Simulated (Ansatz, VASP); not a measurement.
Ti3H2 in VASP and in Ansatz

```
Ti H
1.0
    -1.96158    1.96158    4.08840
     1.96158   -1.96158    4.08840
     1.96158    1.96158   -4.08840
Ti H
3 2
Direct
  0.12795 0.62795 0.50000
  0.62795 0.12795 0.50000
  0.37794 0.37794 0.00000
  0.87796 0.37796 0.50000
  0.37796 0.87796 0.50000
```

Alike in both runs: functional PBE; k mesh 5 × 5 × 5; occupations gaussian, width 0.2 eV; no spin polarisation.

Ansatz relaxed the structure, and its values are those at the end. VASP's run is a single point on that final structure, the one shown.

|  | VASP | Ansatz |
| --- | --- | --- |
| version | VASP 6.6.1 | Ansatz 0.2.0 |
| potentials or method | VASP PAW PBE potentials, release 64 (Ti_sv, H), cutoff 500 eV | scalar-relativistic, plane waves, PAW |
| valence electrons in the cell | 38 | 38 |

```tsv
	VASP	Ansatz	Ansatz less VASP
gap on the k mesh at the Fermi level (eV)	none	none	-
pressure (GPa)	-0.2	0.0	+0.24
```

A gap of «none» marks a metal or a gap that the smearing closes.

The k mesh is coarse, so the values compare programs but aren't converged.
